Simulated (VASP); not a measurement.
A run of VASP 6.6.1 is set up as follows.

INCAR

```
SYSTEM = Rb2PdC2
PREC = Accurate
ENCUT = 700
EDIFF = 1E-6
ISMEAR = 0
SIGMA = 0.02
LREAL = .False.
LASPH = .True.
NELM = 120
ALGO = Normal
ISIF = 2
LWAVE = .False.
LCHARG = .False.
NBANDS = 30
GGA_COMPAT = .False.
```

Contents of KPOINTS:

```
regular mesh
0
Gamma
  6 6 6
  0 0 0
```

The input POSCAR:

```
Rb2PdC2
1.0
    4.9072815662      0.0000000000      0.0000000000
   -2.4536407831      4.2498304998      0.0000000000
    0.0000000000      0.0000000000      5.1439340035
Rb Pd C
2 1 2
Direct
    0.3333333333      0.6666666667      0.2825063369
    0.6666666667      0.3333333333      0.7174936631
    0.0000000000      0.0000000000      0.0000000000
    0.0000000000      0.0000000000      0.3783273239
    0.0000000000      0.0000000000      0.6216726761
```

Potentials or basis: VASP PAW LDA potentials, release 64 (Rb_sv, Pd_sv_GW, C).

The run is started by

```bash
$ cat potpaw_LDA.64/Rb_sv/POTCAR potpaw_LDA.64/Pd_sv_GW/POTCAR potpaw_LDA.64/C/POTCAR > POTCAR
$ mpirun -np 1 vasp_std > vasp.out
```

Question: Predict the largest force.

Answer: 0.029 eV/Å.

Question: Estimate the band gap on the k mesh.

Answer: 1.65 eV.

Question: Estimate the pressure.

Answer: 5.6 GPa.

Stress tensor (GPa, compression positive):
```
5.48 0.00 0.00
0.00 5.48 0.00
0.00 0.00 5.69
```

Caveat: the cell stands under pressure. A k mesh can miss the band edges.
